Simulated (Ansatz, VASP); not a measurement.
**Two plane-wave programs on BN**

```
B N
1.0
     2.75825    0.00000    0.00000
    -1.37913    2.38872    0.00000
     0.00000    0.00000    4.05778
B N
2 2
Direct
  0.66667 0.33333 0.99972
  0.33333 0.66667 0.49972
  0.66667 0.33333 0.62528
  0.33333 0.66667 0.12528
```

Change from the starting cell: strain +0.080 along x and y, -0.040 along z, atoms carried along.

Alike in both runs: task single point; functional PBEsol; k mesh 12 × 12 × 6; occupations gaussian, width 0.05 eV; no spin polarisation.

|  | VASP | Ansatz |
| --- | --- | --- |
| version | VASP 6.6.1 | Ansatz 0.2.0 |
| potentials or method | VASP PAW PBE potentials, release 64 (B, N), cutoff 520 eV | scalar-relativistic, plane waves, PAW |
| valence electrons in the cell | 16 | 16 |

VASP gave:

- gap on the k mesh at the Fermi level (eV): 4.94
- least direct gap on the mesh (eV): 5.95
- pressure (GPa): -32.8
- traceless stress, the component that is largest in VASP (GPa): 58.33
- rms of the force components (eV/Å): 0.125

**Question.** Which values does Ansatz return?

**Answer.** gap on the k mesh at the Fermi level (eV): 4.95; least direct gap on the mesh (eV): 5.94; pressure (GPa): -33.0; traceless stress, the component that is largest in VASP (GPa): 57.91; rms of the force components (eV/Å): 0.110.

VASP's potentials were made for PBE, not for PBEsol. Atom by atom the forces differ by 0.015 eV/Å (rms over components). Both programs put the cell under strong tension, so it lies far from rest at this level. The functional is the same, so the differences come from potentials, cutoffs and numerics.

Noted on VASP's run: the cell as given lies far from equilibrium.
